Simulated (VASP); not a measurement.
# Ga (P2_1/m) in VASP: notebook

Ga is run at these levels: r2SCAN; tasks: single point.

All numbers are computed with VASP 6.6.1; they aren't measurements. Logs are shortened: lines on timing, memory, paths and dates and some standing lists are left out, and cuts for length are marked.

## 1. The cell of the first run

It takes space group P2_1/m (No. 11, monoclinic). The conventional cell has a = 2.797 Å, b = 3.303 Å, c = 4.238 Å, α = 90.00°, β = 108.61°, γ = 90.00°. Ga (site symmetry m) has 10 Ga at 2.73 to 3.30 Å within 3.6 Å.

## 2. Single point, r2SCAN

POSCAR

```
Ga
1.0
    2.7968227674      0.0000000000      0.0000000000
    0.0000000000      3.3033419319      0.0000000000
   -1.3523282526      0.0000000000      4.0166995966
Ga
2
Direct
    0.1345962700      0.7500000000      0.7701668300
    0.8654037300      0.2500000000      0.2298331700
```

INCAR.step1

```
ALGO     = Normal         # electronic algorithm
EDIFF    = 1E-4           # SCF threshold, eV
ENCUT    = 520            # plane-wave cutoff, eV
GGA      = PE             # functional
ISMEAR   = -1             # smearing method
LASPH    = True           # aspherical terms in the spheres
LCHARG   = False          # write CHGCAR
LREAL    = False          # projectors in reciprocal space
LWAVE    = True           # write WAVECAR
NBANDS   = 20             # bands
NELM     = 60             # most SCF steps
PREC     = Accurate       # precision mode
SIGMA    = 0.05           # smearing width, eV
```

INCAR.step2

```
ALGO     = Normal         # electronic algorithm
EDIFF    = 1E-6           # SCF threshold, eV
ENCUT    = 520            # plane-wave cutoff, eV
ISIF     = 2              # what is computed and relaxed
ISMEAR   = -1             # smearing method
ISTART   = 1            
LASPH    = True           # aspherical terms in the spheres
LCHARG   = False          # write CHGCAR
LMIXTAU  = True         
LREAL    = False          # projectors in reciprocal space
LWAVE    = False          # write WAVECAR
METAGGA  = R2SCAN         # meta-GGA
NBANDS   = 20             # bands
NELM     = 60             # most SCF steps
PREC     = Accurate       # precision mode
SIGMA    = 0.05           # smearing width, eV
```

KPOINTS

```
k-points
0
Gamma
  10 8 7
```

Potentials or basis: VASP PAW PBE potentials, release 64 (Ga_d).

On the command line:

```
$ cat potpaw_PBE.64/Ga_d/POTCAR > POTCAR
$ cp INCAR.step1 INCAR
$ mpirun -np 1 vasp_std > vasp.out
$ cp INCAR.step2 INCAR
$ mpirun -np 1 vasp_std > vasp.out
```

OUTCAR:

```text
EDIFF = 1E-6
   ENCUT = 520
   ISIF = 2
   ISMEAR = -1
   ISTART = 1
   LASPH = True
   LREAL = False
   METAGGA = R2SCAN
   NELM = 60
   PREC = Accurate

 ion  position               nearest neighbor table
   1  0.135  0.750  0.770-   2 2.73   2 2.73   2 2.83   2 2.83   2 2.86   2 2.86
   2  0.865  0.250  0.230-   1 2.73   1 2.73   1 2.83   1 2.83   1 2.86   1 2.86

  LATTYP: Found a simple monoclinic cell.
 ALAT       =     2.7968227674
 B/A-ratio  =     1.1811052064
 C/A-ratio  =     1.5153762184
 COS(beta)  =    -0.3190778872

  Lattice vectors:

 A1 = (   2.7968227674,   0.0000000000,   0.0000000000)
 A2 = (   0.0000000000,   3.3033419319,   0.0000000000)
 A3 = (  -1.3523282526,   0.0000000000,   4.0166995966)

Analysis of symmetry for initial positions (statically):
=====================================================================
 Subroutine PRICEL returns:
 Original cell was already a primitive cell.

 Routine SETGRP: Setting up the symmetry group for a
 simple monoclinic supercell.

 Subroutine GETGRP returns: Found  4 space group operations
 (whereof  2 operations were pure point group operations)
 out of a pool of  4 trial point group operations.

The static configuration has the point symmetry S_2 .
 The point group associated with its full space group is C_2h.

Analysis of symmetry for dynamics (positions and initial velocities):
=====================================================================
 Subroutine PRICEL returns:
 Original cell was already a primitive cell.

 Routine SETGRP: Setting up the symmetry group for a
 simple monoclinic supercell.

 Subroutine GETGRP returns: Found  4 space group operations
 (whereof  2 operations were pure point group operations)
 out of a pool of  4 trial point group operations.

The dynamic configuration has the point symmetry S_2 .
 The point group associated with its full space group is C_2h.

 Subroutine INISYM returns: Found  4 space group operations
 (whereof  2 operations are pure point group operations),
 and found     1 'primitive' translations

----------------------------------------------------------------------------------------

                                     Primitive cell

  volume of cell :      37.1097
[... 81 lines left out ...]
   ISTART =      1    job   : 0-new  1-cont  2-samecut
   ICHARG =      0    charge: 1-file 2-atom 10-const
   ISPIN  =      1    spin polarized calculation?
   LNONCOLLINEAR =      F non collinear calculations
   LSORBIT =      F    spin-orbit coupling
   LASPH  =      T    aspherical Exc in radial PAW
   ENCUT  =  520.0 eV  38.22 Ry    6.18 a.u.   5.20  6.14  7.88*2*pi/ulx,y,z
   NELM   =     60;   NELMIN=  2; NELMDL=  0     # of ELM steps
   EDIFF  = 0.1E-05   stopping-criterion for ELM
   LREAL  =      F    real-space projection
   EDIFFG = 0.1E-04   stopping-criterion for IOM
   NSW    =      0    number of steps for IOM
   IBRION =     -1    ionic relax: 0-MD 1-quasi-New 2-CG
   NFREE  =      0    steps in history (QN), initial steepest desc. (CG)
   ISIF   =      2    stress and relaxation
   ISYM   =      2    0-nonsym 1-usesym 2-fastsym
   POTIM  = 0.5000    time-step for ionic-motion
   TEBEG  =    0.0;   TEEND  =   0.0 temperature during run
   PSTRESS=    0.0 pullay stress
   NELECT =      26.0000    total number of electrons
   NUPDOWN=      -1.0000    fix difference up-down
   EMIN   =  10.00;   EMAX   =-10.00  energy-range for DOS
   EFERMI =   0.00;   METHOD = LEGACY
   ISMEAR =    -1;   SIGMA  =   0.05  broadening in eV -4-tet -1-fermi 0-gaus
   EFERMI_NEDOS =   21; number of points for ismear=-14 and -15
   IALGO  =     38    algorithm
   IMIX   =      4    mixing-type and parameters
     AMIX     =   0.40;   BMIX     =  1.00
     AMIX_MAG =   1.60;   BMIX_MAG =  1.00
  volume/ion in A,a.u.               =      18.55       125.21
  Fermi-wavevector in a.u.,A,eV,Ry     =   1.454019  2.747697 28.765036  2.114170
  Thomas-Fermi vector in A             =   2.571218
   LORBIT       =      0    0 simple, 1 ext, 2 COOP (PROOUT), +10 PAW based schemes
   METAGGA = R2SCAN    functional components
   LHFCALC =     F    Hartree Fock is set to
   AEXX    =    0.0000 exact exchange contribution
   IVDW    =     0    specifies the selected vdW correction
   LEPSILON=     F    determine dielectric tensor
   LRPA    =     F    only Hartree local field effects (RPA)
 non-spin polarized calculation
  energy-cutoff  :      520.00
  volume of cell :       37.11
 maximum number of plane-waves:      1014
 NGX is ok and might be reduce to    24
   NGX = 11   NGY = 13   NGZ = 15

 number of electron      26.0000007 magnetization

 Free energy of the ion-electron system (eV)
  ---------------------------------------------------
  ext. energy  EPLUGINS =         0.00000000
  ---------------------------------------------------
  free energy    TOTEN  =       -22.73277096 eV

  energy without entropy =      -22.72888256  energy(sigma->0) =      -22.73082676

 E-fermi :   5.5440     XC(G=0): -12.1430

 val. band max:        5.4594561914   @ k =  -0.4000   0.2500   0.2857
 cond. band min:       5.5570783494   @ k =   0.2000   0.1250   0.0000
 fundamental gap:      0.0976221579
 Fermi energy:         5.5440129891

 k-point     1 :       0.0000    0.0000    0.0000
  band No.  band energies     occupation
      1     -10.1442      2.00000
      2     -10.1333      2.00000
      3     -10.0726      2.00000
      4     -10.0685      2.00000
      5      -9.8100      2.00000
      6      -9.8074      2.00000
[... 541 lines left out ...]
     19      16.6747      0.00000
     20      17.2406      0.00000

 [... further k-points ...]

------------------------ aborting loop because EDIFF is reached ----------------------------------------

  FORCE on cell =-STRESS in cart. coord.  units (eV):
  Direction    XX          YY          ZZ          XY          YZ          ZX
  --------------------------------------------------------------------------------------
  -------------------------------------------------------------------------------------
  Total       -0.1476162     -0.4444272     -0.2835596      0.0000000      0.0000000     -0.0909430
  in kB       -6.3731899    -19.1877208    -12.2424158      0.0000000      0.0000000     -3.9263771
  external PRESSURE =     -12.6011088 kB  Pullay stress =       0.0000000 kB

 VOLUME and BASIS-vectors are now :
 -----------------------------------------------------------------------------
  energy-cutoff  :      520.00
  volume of cell :       37.11
      direct lattice vectors                 reciprocal lattice vectors
     2.796822767  0.000000000  0.000000000     0.357548577  0.000000000  0.120378194
     0.000000000  3.303341932  0.000000000     0.000000000  0.302723733  0.000000000
    -1.352328253  0.000000000  4.016699597     0.000000000  0.000000000  0.248960615

 POSITION                                       TOTAL-FORCE (eV/Angst)
 -----------------------------------------------------------------------------------
     -0.66508      2.47751      3.09353        -0.008124      0.000000     -0.044416
      2.10957      0.82584      0.92317         0.008124      0.000000      0.044416
 -----------------------------------------------------------------------------------
    total drift:                               -0.000000     -0.000000      0.000000

  FREE ENERGIE OF THE ION-ELECTRON SYSTEM (eV)
  ---------------------------------------------------
  free  energy   TOTEN  =       -22.7327709649 eV

  energy  without entropy=      -22.7288825611  energy(sigma->0) =      -22.73082676
```

It took 2.1 min on 1 thread of Intel Xeon 6975P-C (Granite Rapids), shared host; peak memory 0.24 GiB.

Results:

```
Free energy            : -22.7328 eV
Pressure               : -1.3 GPa
Largest force          : 0.045 eV/Å
Band gap on the k mesh : zero (bands 13 and 14 overlap by 8.54 eV)
```

Forces on the atoms (eV/Å):
```
Ga  -0.008  0.000 -0.044
Ga   0.008  0.000  0.044
```

Stress tensor (GPa, compression positive):
```
-0.64  0.00 -0.39
 0.00 -1.92  0.00
-0.39  0.00 -1.22
```

Levels at points of the mesh, in eV from the Fermi level:
| k point | band 9 | band 10 | band 11 | band 12 | band 13 | band 14 | band 15 | band 16 | band 17 | band 18 |
| --- | --- | --- | --- | --- | --- | --- | --- | --- | --- | --- |
| (0.00, 0.00, 0.00) | -15.29 | -15.15 | -11.81 | -2.22 | -1.42 | 1.87 | 5.99 | 9.57 | 10.73 | 11.08 |
| (0.50, 0.00, 0.00) | -15.21 | -15.18 | -6.52 | -5.45 | -1.52 | 0.35 | 6.39 | 6.82 | 9.03 | 9.57 |
| (0.00, 0.50, 0.00) | -15.21 | -15.21 | -8.11 | -8.11 | 1.75 | 1.75 | 2.91 | 2.91 | 11.98 | 11.98 |
| (0.50, 0.50, 0.00) | -15.18 | -15.18 | -3.04 | -3.04 | -1.77 | -1.77 | 2.24 | 2.24 | 4.89 | 4.89 |

Caveat: the PAW data sets were made with another functional, which shifts forces and pressure a little.

## 3. Single point, r2SCAN

This run uses another cell than the first one, of 18.92 Å³/atom.

POSCAR

```
Ga
1.0
    2.8149844631      0.0000000000      0.0000000000
    0.0000000000      3.3247928052      0.0000000000
   -1.3611098509      0.0000000000      4.0427827924
Ga
2
Direct
    0.1345962700      0.7500000000      0.7701668300
    0.8654037300      0.2500000000      0.2298331700
```

INCAR.step1

```
  ALGO = Normal
  EDIFF = 1E-4
  ENCUT = 520
  GGA = PE
  ISMEAR = -1
  LASPH = True
  LCHARG = False
  LREAL = False
  LWAVE = True
  NBANDS = 20
  NELM = 100
  PREC = Accurate
  SIGMA = 0.05
```

INCAR.step2

```
  ALGO = Normal
  EDIFF = 1E-6
  ENCUT = 520
  ISIF = 2
  ISMEAR = -1
  ISTART = 1
  LASPH = True
  LCHARG = False
  LMIXTAU = True
  LREAL = False
  LWAVE = False
  METAGGA = R2SCAN
  NBANDS = 20
  NELM = 100
  PREC = Accurate
  SIGMA = 0.05
```

KPOINTS is that of step 2.

Potentials or basis: VASP PAW PBE potentials, release 64 (Ga_d).

On the command line:

```
$ cat potpaw_PBE.64/Ga_d/POTCAR > POTCAR
$ cp INCAR.step1 INCAR
$ mpirun -np 1 vasp_std > vasp.out
$ cp INCAR.step2 INCAR
$ mpirun -np 1 vasp_std > vasp.out
```

Wall time 3 min (1 thread of Intel Xeon 6975P-C (Granite Rapids), shared host); peak memory 0.24 GiB.

It converged, with:

```yaml
Free_energy: -22.7248 eV
Pressure: -2.3 GPa
Largest_force: 0.035 eV/Å
Band_gap_on_the_k_mesh: zero (bands 13 and 14 overlap by 8.40 eV)
```

Forces on the atoms (eV/Å):
```
Ga  -0.011  0.000 -0.034
Ga   0.011  0.000  0.034
```

Stress tensor (GPa, compression positive):
```
-1.68  0.00 -0.39
 0.00 -2.91  0.00
-0.39  0.00 -2.27
```

Levels at points of the mesh, in eV from the Fermi level:
```csv
k point,band 11,band 12,band 13,band 14,band 15,band 16
"(0.00, 0.00, 0.00)",-11.65,-2.15,-1.47,1.87,5.97,9.44
"(0.50, 0.00, 0.00)",-6.46,-5.35,-1.47,0.33,6.29,6.71
"(0.00, 0.50, 0.00)",-8.00,-8.00,1.75,1.75,2.87,2.87
"(0.50, 0.50, 0.00)",-3.01,-3.01,-1.75,-1.75,2.23,2.23
```

Caveat: the PAW data sets were made with another functional, which shifts forces and pressure a little.

The gap in the log of VASP goes by the Fermi energy; the results here count the filled bands.